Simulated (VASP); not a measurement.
Input of a VASP 6.6.1 run:

The input INCAR:

```
  PREC = Accurate
  ENCUT = 520
  EDIFF = 1E-6
  ISMEAR = 0
  SIGMA = 0.01
  LREAL = False
  LASPH = True
  NELM = 60
  ALGO = Normal
  ISIF = 2
  LWAVE = False
  LCHARG = False
  GGA = PE
  NBANDS = 16
```

Contents of KPOINTS:

```
Automatic mesh
0
Gamma
  4 4 4
```

The input POSCAR:

```
InP
1.0
    0.0000000000      2.9537876348      2.9537876348
    2.9537876348      0.0000000000      2.9537876348
    2.9537876348      2.9537876348      0.0000000000
In P
1 1
Direct
    0.0000000000      0.0000000000      0.0000000000
    0.2500000000      0.2500000000      0.2500000000
```

Potentials or basis: VASP PAW PBE potentials, release 64 (In_d, P).

The run is started by

```bash
$ cat potpaw_PBE.64/In_d/POTCAR potpaw_PBE.64/P/POTCAR > POTCAR
$ mpirun -np 1 vasp_std > vasp.out
```

Q: Estimate the band gap on the k mesh.

A: 0.57 eV, direct.

Q: Predict the pressure.

A: 1.8 GPa.

Caveat: the k points lie up to 0.46 Å⁻¹ apart; spin-orbit coupling is left out, which moves the levels of the heavy elements.
